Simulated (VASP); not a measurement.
# N in VASP: further runs

N is run at these levels: PBEsol; tasks: single point.

Everything below comes from runs of VASP 6.6.1. Logs are shortened: lines on timing, memory, paths and dates and some standing lists are left out, and cuts for length are marked.

## Step 1: The cell of the first run

The typed cell holds 4 atoms: a = 6.566 Å, b = 6.566 Å, c = 6.566 Å, α = 60.00°, β = 60.00°, γ = 60.00°.

## Step 2: Single point, PBEsol, collinear spin, ferromagnetic start

Input file INCAR:

```
ALGO     = Normal         # electronic algorithm
EDIFF    = 1E-6           # SCF threshold, eV
ENCUT    = 520            # plane-wave cutoff, eV
GGA      = PS             # functional
ISIF     = 2              # what is computed and relaxed
ISMEAR   = 0              # smearing method
ISPIN    = 2              # spin polarisation
LASPH    = True           # aspherical terms in the spheres
LCHARG   = True           # write CHGCAR
LELF     = True           # ELF
LORBIT   = 11             # projections on sites
LREAL    = False          # projectors in reciprocal space
LVHAR    = True         
LWAVE    = False          # write WAVECAR
MAGMOM   = 3.24 3.24 3.24 3.24 # initial moments
NBANDS   = 22             # bands
NELM     = 150            # most SCF steps
PREC     = Accurate       # precision mode
SIGMA    = 0.05           # smearing width, eV
```

Input file KPOINTS:

```
k-points
0
Gamma
  4 4 4
```

Input file POSCAR:

```
N
1.0
    6.1901838351      1.5475459588      1.5475459588
    1.5475459588      6.1901838351      1.5475459588
    1.5475459588      1.5475459588      6.1901838351
N
4
Direct
    0.0000638858      0.0000638858      0.0000638858
    0.4999361142      0.9999361142      0.5000638858
    0.5000638858      0.4999361142      0.9999361142
    0.9999361142      0.5000638858      0.4999361142
```

Potentials or basis: VASP PAW PBE potentials, release 64 (N).

Started as:

```sh
$ cat potpaw_PBE.64/N/POTCAR > POTCAR
$ mpirun -np 1 vasp_std > vasp.out
```

OUTCAR:

```text
EDIFF = 1E-6
   ENCUT = 520
   GGA = PS
   ISIF = 2
   ISMEAR = 0
   ISPIN = 2
   LASPH = True
   LORBIT = 11
   LREAL = False
   NELM = 150
   PREC = Accurate

 ion  position               nearest neighbor table
   1  0.000  0.000  0.000-
   2  0.500  1.000  0.500-
   3  0.500  0.500  1.000-
   4  1.000  0.500  0.500-

  LATTYP: Found a face centered cubic cell.
 ALAT       =     9.2852757527

  Lattice vectors:

 A1 = (   6.1901838351,   1.5475459588,   1.5475459588)
 A2 = (   1.5475459588,   6.1901838351,   1.5475459588)
 A3 = (   1.5475459588,   1.5475459588,   6.1901838351)

Analysis of symmetry for initial positions (statically):
=====================================================================
 Subroutine PRICEL returns:
 Original cell was already a primitive cell.

 Routine SETGRP: Setting up the symmetry group for a
 face centered cubic supercell.

 Subroutine GETGRP returns: Found  3 space group operations
 (whereof  3 operations were pure point group operations)
 out of a pool of 48 trial point group operations.

The static configuration has the point symmetry C_3 .

Analysis of symmetry for dynamics (positions and initial velocities):
=====================================================================
 Subroutine PRICEL returns:
 Original cell was already a primitive cell.

 Routine SETGRP: Setting up the symmetry group for a
 face centered cubic supercell.

 Subroutine GETGRP returns: Found  3 space group operations
 (whereof  3 operations were pure point group operations)
 out of a pool of 48 trial point group operations.

The dynamic configuration has the point symmetry C_3 .

Analysis of structural, dynamic, and magnetic symmetry:
=====================================================================
 Subroutine PRICEL returns:
 Original cell was already a primitive cell.

 Routine SETGRP: Setting up the symmetry group for a
 face centered cubic supercell.

 Subroutine GETGRP returns: Found  3 space group operations
[... 113 lines left out ...]
   IALGO  =     38    algorithm
   IMIX   =      4    mixing-type and parameters
     AMIX     =   0.40;   BMIX     =  1.00
     AMIX_MAG =   1.60;   BMIX_MAG =  1.00
  volume/ion in A,a.u.               =      50.03       337.65
  Fermi-wavevector in a.u.,A,eV,Ry     =   0.759702  1.435629  7.852566  0.577147
  Thomas-Fermi vector in A             =   1.858556
   LORBIT       =     11    0 simple, 1 ext, 2 COOP (PROOUT), +10 PAW based schemes
   GGA     = PS    functional components
   LHFCALC =     F    Hartree Fock is set to
   AEXX    =    0.0000 exact exchange contribution
   IVDW    =     0    specifies the selected vdW correction
   LEPSILON=     F    determine dielectric tensor
   LRPA    =     F    only Hartree local field effects (RPA)
 spin polarized calculation
 Gauss-broadening in eV      SIGMA  =   0.05
  energy-cutoff  :      520.00
  volume of cell :      200.14
 maximum number of plane-waves:      5434
 NGX is ok and might be reduce to    50

 number of electron      20.0000006 magnetization      12.0000119

 Free energy of the ion-electron system (eV)
  ---------------------------------------------------
  ext. energy  EPLUGINS =         0.00000000
  ---------------------------------------------------
  free energy    TOTEN  =       -12.60464494 eV

  energy without entropy =      -12.60464494  energy(sigma->0) =      -12.60464494

 E-fermi :  -5.5719     XC(G=0):  -4.1382

 val. band max:       -5.8045279239   @ k =   0.0000   0.0000   0.0000
 cond. band min:      -3.5411751740   @ k =   0.5000   0.5000   0.5000
 fundamental gap:      2.2633527500
 Fermi energy:        -5.5718711477

 spin component 1

 k-point     1 :       0.0000    0.0000    0.0000
  band No.  band energies     occupation
      1     -18.3766      1.00000
      2     -17.9306      1.00000
      3     -17.9306      1.00000
      4     -17.9306      1.00000
      5      -7.4223      1.00000
      6      -7.4223      1.00000
[... 339 lines left out ...]
     21       5.8699      0.00000
     22       6.0094      0.00000
 Fermi energy:        -5.5718711477

 spin component 2

 k-point     1 :       0.0000    0.0000    0.0000
  band No.  band energies     occupation
      1     -13.9339      1.00000
      2     -13.2957      1.00000
      3     -13.2957      1.00000
      4     -13.2957      1.00000
      5      -3.5286      0.00000
      6      -3.5286      0.00000
[... 339 lines left out ...]
     21       6.8361      0.00000
     22       7.1935      0.00000

------------------------ aborting loop because EDIFF is reached ----------------------------------------

  FORCE on cell =-STRESS in cart. coord.  units (eV):
  Direction    XX          YY          ZZ          XY          YZ          ZX
  --------------------------------------------------------------------------------------
  -------------------------------------------------------------------------------------
  Total        0.5993918      0.5993918      0.5993918     -0.3343871     -0.3343871     -0.3343871
  in kB        4.7984053      4.7984053      4.7984053     -2.6769215     -2.6769215     -2.6769215
  external PRESSURE =       4.7984053 kB  Pullay stress =       0.0000000 kB

 VOLUME and BASIS-vectors are now :
 -----------------------------------------------------------------------------
  energy-cutoff  :      520.00
  volume of cell :      200.14
      direct lattice vectors                 reciprocal lattice vectors
     6.190183835  1.547545959  1.547545959     0.179495656 -0.035899131 -0.035899131
     1.547545959  6.190183835  1.547545959    -0.035899131  0.179495656 -0.035899131
     1.547545959  1.547545959  6.190183835    -0.035899131 -0.035899131  0.179495656

 POSITION                                       TOTAL-FORCE (eV/Angst)
 -----------------------------------------------------------------------------------
      0.00059      0.00059      0.00059         0.000055      0.000055      0.000055
      5.41602      7.73733      5.41661        -0.000031      0.000197     -0.000221
      5.41661      5.41602      7.73733        -0.000221     -0.000031      0.000197
      7.73733      5.41661      5.41602         0.000197     -0.000221     -0.000031
 -----------------------------------------------------------------------------------
    total drift:                               -0.000000     -0.000000     -0.000000

  FREE ENERGIE OF THE ION-ELECTRON SYSTEM (eV)
  ---------------------------------------------------
  free  energy   TOTEN  =       -12.6046449440 eV

  energy  without entropy=      -12.6046449440  energy(sigma->0) =      -12.60464494

 total charge

# of ion       s       p       d       tot
------------------------------------------
    1        1.359   1.912   0.000   3.271
    2        1.359   1.912   0.000   3.271
    3        1.359   1.912   0.000   3.271
    4        1.359   1.912   0.000   3.271
--------------------------------------------------
tot          5.438   7.648   0.000  13.086

 magnetization (x)

# of ion       s       p       d       tot
------------------------------------------
    1        0.038   1.912   0.000   1.950
    2        0.038   1.912   0.000   1.950
    3        0.038   1.912   0.000   1.950
    4        0.038   1.912   0.000   1.950
--------------------------------------------------
tot          0.154   7.646   0.000   7.800
```

OSZICAR:

```text
N       E                     dE             d eps       ncg     rms          rms(c)
DAV:   1     0.110170221736E+03    0.11017E+03   -0.71961E+03  1232   0.686E+02
DAV:   2     0.477066255735E+01   -0.10540E+03   -0.91314E+02  1864   0.139E+02
DAV:   3    -0.120613600837E+02   -0.16832E+02   -0.16655E+02  1502   0.561E+01
DAV:   4    -0.123379921147E+02   -0.27663E+00   -0.27650E+00  1376   0.934E+00
DAV:   5    -0.123424950889E+02   -0.45030E-02   -0.45023E-02  1582   0.104E+00    0.291E+00
DAV:   6    -0.124096222374E+02   -0.67127E-01   -0.22153E-01  1256   0.240E+00    0.127E+00
DAV:   7    -0.125853869796E+02   -0.17576E+00   -0.92499E-02  1250   0.187E+00    0.497E-01
DAV:   8    -0.126032255129E+02   -0.17839E-01   -0.11967E-02  1262   0.514E-01    0.221E-01
DAV:   9    -0.126040565977E+02   -0.83108E-03   -0.96049E-04  1244   0.198E-01    0.136E-01
DAV:  10    -0.126046194727E+02   -0.56287E-03   -0.42280E-04  1262   0.150E-01    0.307E-02
DAV:  11    -0.126046400236E+02   -0.20551E-04   -0.94242E-05  1322   0.589E-02    0.154E-02
DAV:  12    -0.126046416885E+02   -0.16648E-05   -0.17784E-05  1428   0.207E-02    0.101E-02
DAV:  13    -0.126046345173E+02    0.71711E-05   -0.11888E-05  1262   0.242E-02    0.515E-03
DAV:  14    -0.126046441854E+02   -0.96681E-05   -0.27993E-06  1248   0.107E-02    0.168E-03
DAV:  15    -0.126046449440E+02   -0.75852E-06   -0.36630E-07  1330   0.364E-03
   1 F= -.12604645E+02 E0= -.12604645E+02  d E =-.672732E-12  mag=    12.0000
```

It took 1.7 min on 1 thread of Intel Xeon 6975P-C (Granite Rapids), shared host; peak memory 0.45 GiB.

What came out:

```
Free energy                                           : -12.6046 eV
Pressure                                              : 0.5 GPa
Band gap on the k mesh                                : 2.26 eV
Net moment                                            : 12.00 μB per cell
Site moments                                          : N +1.95 μB
Valence electrons inside the program's atomic spheres : N 3.27
```

Stress tensor (GPa, compression positive):
```
 0.48 -0.27 -0.27
-0.27  0.48 -0.27
-0.27 -0.27  0.48
```

Levels at points of the mesh, in eV from the valence-band top:
Spin up:
| k point | band 13 | band 14 | band 15 | band 16 | band 17 | band 18 | band 19 | band 20 |
| --- | --- | --- | --- | --- | --- | --- | --- | --- |
| (0.00, 0.00, 0.00) | -0.32 | -0.32 | 0.00 | 0.00 | 6.46 | 10.71 | 10.71 | 10.71 |
| (0.50, 0.00, 0.00) | -0.66 | -0.66 | -0.16 | -0.16 | 7.85 | 7.85 | 10.25 | 10.25 |
| (0.50, 0.50, 0.50) | -0.32 | -0.32 | 0.00 | 0.00 | 7.57 | 8.79 | 10.74 | 10.74 |
| (0.50, 0.50, 0.00) | -0.64 | -0.64 | -0.16 | -0.16 | 8.19 | 8.19 | 9.95 | 9.95 |
Spin down:
```tsv
k point	band 1	band 2	band 3	band 4	band 5	band 6	band 7	band 8	band 9
(0.00, 0.00, 0.00)	-8.13	-7.49	-7.49	-7.49	2.28	2.28	2.28	3.01	3.69
(0.50, 0.00, 0.00)	-7.83	-7.83	-7.50	-7.50	2.71	2.71	3.30	3.30	3.37
(0.50, 0.50, 0.50)	-8.12	-7.49	-7.49	-7.49	2.26	2.26	2.26	2.74	3.73
(0.50, 0.50, 0.00)	-7.83	-7.83	-7.50	-7.50	2.69	2.69	3.22	3.22	3.37
```

Caveat: the PAW data sets were made with another functional, which shifts forces and pressure a little.

## Step 3: Single point, PBEsol, collinear spin, ferromagnetic start

This run uses another cell than the first one, of the same volume but with other edges.

Input file INCAR:

```
ALGO = Normal
EDIFF = 1E-6
ENCUT = 520
GGA = PS
ISIF = 2
ISMEAR = 0
ISPIN = 2
LASPH = True
LCHARG = False
LORBIT = 11
LREAL = False
LWAVE = False
MAGMOM = 3.24 3.24 3.24 3.24
NBANDS = 22
NELM = 150
PREC = Accurate
SIGMA = 0.05
```

KPOINTS is that of step 2.

Input file POSCAR:

```
N
1.0
    5.9229317553     -0.6338192653     -0.6338192653
   -0.6338192653      5.9229317553     -0.6338192653
   -0.6338192653     -0.6338192653      5.9229317553
N
4
Direct
    0.0000638858      0.0000638858      0.0000638858
    0.4999361142      0.9999361142      0.5000638858
    0.5000638858      0.4999361142      0.9999361142
    0.9999361142      0.5000638858      0.4999361142
```

Potentials or basis: VASP PAW PBE potentials, release 64 (N).

Started as:

```sh
$ cat potpaw_PBE.64/N/POTCAR > POTCAR
$ mpirun -np 1 vasp_std > vasp.out
```

Run time: 63 s. Hardware: 1 thread of Intel Xeon 6975P-C (Granite Rapids), shared host; peak memory 0.42 GiB.

It converged, with:

```
Free energy                                           : -12.7485 eV
Pressure                                              : 0.0 GPa
Band gap on the k mesh                                : 3.16 eV
Net moment                                            : 12.00 μB per cell
Site moments                                          : N +1.94 μB
Valence electrons inside the program's atomic spheres : N 3.27
```

Levels at points of the mesh, in eV from the valence-band top:
Spin up:
| k point | band 12 | band 13 | band 14 | band 15 | band 16 | band 17 | band 18 | band 19 | band 20 | band 21 |
| --- | --- | --- | --- | --- | --- | --- | --- | --- | --- | --- |
| (0.00, 0.00, 0.00) | -0.13 | -0.06 | -0.06 | -0.06 | 0.00 | 6.93 | 10.56 | 10.56 | 10.56 | 11.56 |
| (0.50, 0.00, 0.00) | -0.29 | -0.28 | -0.28 | -0.07 | -0.07 | 8.25 | 8.25 | 10.70 | 10.70 | 11.63 |
| (0.50, 0.50, 0.00) | -0.28 | -0.22 | -0.22 | -0.06 | -0.06 | 8.84 | 8.84 | 9.83 | 9.83 | 11.79 |
| (0.50, 0.50, 0.50) | -0.10 | -0.10 | -0.03 | -0.03 | -0.03 | 9.82 | 9.82 | 9.82 | 10.00 | 10.00 |
Spin down:
```csv
k point,band 1,band 2,band 3,band 4,band 5,band 6,band 7,band 8
"(0.00, 0.00, 0.00)",-7.40,-7.15,-7.15,-7.15,3.34,3.34,3.34,3.74
"(0.50, 0.00, 0.00)",-7.28,-7.28,-7.15,-7.15,3.51,3.51,3.74,3.74
"(0.50, 0.50, 0.00)",-7.26,-7.26,-7.17,-7.17,3.44,3.44,3.63,3.63
"(0.50, 0.50, 0.50)",-7.26,-7.26,-7.26,-7.08,3.16,3.16,3.16,3.38
```

Caveat: the PAW data sets were made with another functional, which shifts forces and pressure a little. A k mesh can miss the band edges.
